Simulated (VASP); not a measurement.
Runs of VASP 6.6.1 on SiC. Symmetry: F-43m, No. 216, cubic system. The conventional cell has a = 4.356 Å, b = 4.356 Å, c = 4.356 Å, α = 90.00°, β = 90.00°, γ = 90.00°. Si (site symmetry -43m) has 4 C at 1.89 Å within 2.5 Å. Within 2.5 Å of C (site symmetry -43m) lie 4 Si at 1.89 Å. 

```tsv
level	potentials or basis	k mesh	grid for exact exchange (PRECFOCK)	screening parameter	gap on the mesh (eV)	pressure (GPa)
PBE	VASP PAW PBE potentials, release 64 (Si, C)	6 × 6 × 6	-	-	1.35	3.5
HSE06	VASP PAW PBE potentials, release 64 (Si, C)	6 × 6 × 6	Normal	0.2079 1/Å	(b)	-1.5
LDA	VASP PAW LDA potentials, release 64 (Si, C)	6 × 6 × 6	-	-	1.30	-3.7
r2SCAN	VASP PAW PBE potentials, release 64 (Si, C)	6 × 6 × 6	-	-	(a)	-0.1
PBE	VASP PAW PBE potentials, release 64 (Si, C)	8 × 8 × 8	-	-	1.35	3.5
```

Alike in all rows: task single point; no spin polarisation; cell as given; cutoff (eV) 520; smearing gaussian 0.01 eV.

Q: Estimate the missing entries.

A: (a) 1.72; (b) 2.23.

Caveats: the PAW data sets were made with another functional, which shifts forces and pressure a little (some runs).

A k mesh can miss the band edges.
